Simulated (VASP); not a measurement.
TiTe2:

```
CELL_PARAMETERS angstrom
3.77700 0.00000 0.00000
-1.88850 3.27098 0.00000
0.00000 0.00000 6.49800
ATOMIC_POSITIONS crystal
Te 0.33333 0.66667 0.73720
Te 0.66667 0.33333 0.26280
Ti 0.00000 0.00000 0.00000
```

| Quantity | Value |
| --- | --- |
| Program | VASP 6.6.1 |
| Task | relaxation of cell and atoms |
| Functional | PBE |
| Dispersion | D3(BJ) |
| Potentials or basis | VASP PAW PBE potentials, release 64 (Te, Ti_sv) |
| Cutoff | 600 eV |
| k mesh | 8 × 8 × 4 |
| Occupations | fermi-dirac, width 0.05 eV |
| Spin | no spin polarisation |

At the start: pressure -2.1 GPa; volume 26.76 Å³/atom.

How do energy, volume and symmetry change on relaxing?

Over 11 steps the energy falls by 11.6 meV/atom and the volume is 25.16 Å³/atom (-6.0 %); space group P-3m1 (No. 164, to 0.05 Å).

The path:
```tsv
step	energy change (eV)	largest force (eV/Å)	pressure (GPa)	volume (Å³)
1	0.0000	0.0273	-2.05	80.28
2	-0.0136	0.4515	1.20	76.36
3	-0.0179	0.3092	0.07	77.61
4	-0.0257	0.2155	0.03	77.02
5	-0.0301	0.0093	0.01	75.68
6	-0.0308	0.0548	0.02	76.05
7	-0.0330	0.0256	-0.10	75.96
8	-0.0342	0.0580	-0.36	75.68
9	-0.0346	0.0259	-0.28	75.78
10	-0.0339	0.0703	0.51	74.93
11	-0.0349	0.0073	0.00	75.49
```

Final structure:
```yaml
crystal:
  lattice:
    - [3.70566, 0.00000, 0.00000]
    - [-1.85283, 3.20919, 0.00000]
    - [0.00000, 0.00000, 6.34791]
  atoms:
    - { symbol: Te, position: [0.33333, 0.66667, 0.72836] }
    - { symbol: Te, position: [0.66667, 0.33333, 0.27164] }
    - { symbol: Ti, position: [0.00000, 0.00000, 0.00000] }
```
